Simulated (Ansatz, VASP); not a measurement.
One calculation of Al, two programs

```
Al
1.0
    -3.27078    2.86617    1.35945
     2.86617   -3.27078    1.35945
     2.37728    2.37728   -2.10050
Al
2
Direct
  0.98955 0.01045 0.00000
  0.76045 0.23955 0.50000
```

Alike in both runs: task single point; functional revPBE; k mesh 18 × 18 × 12; occupations fermi-dirac, width 0.1 eV; no spin polarisation.

```csv
,VASP,Ansatz
version,VASP 6.6.1,Ansatz 0.2.0
potentials or method,"VASP PAW PBE potentials, release 64 (Al), cutoff 520 eV","plane waves (420 eV) with PAW, scalar-relativistic"
valence electrons in the cell,6,6
```

Ansatz gave:

| Property | Result |
| --- | --- |
| pressure (GPa) | 3.0 |

Task: Which values does VASP return?

Result: Pressure (GPa): 2.9.

VASP's potentials were made for PBE, not for revPBE.
